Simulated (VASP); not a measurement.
PtWS4, 6 atoms in the cell. It takes space group P4/mmm (No. 123, tetragonal). The conventional cell has a = 4.199 Å, b = 4.199 Å, c = 5.939 Å, α = 90.00°, β = 90.00°, γ = 90.00°. Pt (site symmetry 4/mmm) has 8 S at 2.57 Å within 3.4 Å. Within 3.4 Å of W (site symmetry 4/mmm) lie 8 S at 2.57 Å. S (site symmetry 2mm) has 2 Pt at 2.57 Å and 2 W at 2.57 Å and 6 S at 2.97 Å within 3.4 Å. 

| Item | Value |
| --- | --- |
| Program | VASP 6.6.1 |
| Task | single point |
| Functional | PBE |
| Potentials or basis | VASP PAW PBE potentials, release 64 (Pt, W_sv, S) |
| Cutoff | 520 eV |
| k mesh | 4 × 4 × 4 |
| Occupations | gaussian, width 0.1 eV |
| Spin | no spin polarisation |
| Dipole correction | no |
| Further INCAR settings | ALGO = Normal; EDIFF = 1e-06; NBANDS = 33 |

Potentials or basis: VASP PAW PBE potentials, release 64 (Pt, W_sv, S).

The run is started by

```bash
$ cat potpaw_PBE.64/Pt/POTCAR potpaw_PBE.64/W_sv/POTCAR potpaw_PBE.64/S/POTCAR > POTCAR
$ mpirun -np 1 vasp_std > vasp.out
```

Hardware: 1 thread of Intel(R) Xeon(R) Platinum 8488C (Sapphire Rapids) (shared host).

Task: Estimate the wall time of this run.

Result: Wall time 64 s on 1 thread of Intel(R) Xeon(R) Platinum 8488C (Sapphire Rapids) (shared host), peak memory 0.24 GiB. Counts: scf iterations 16, k points 18.
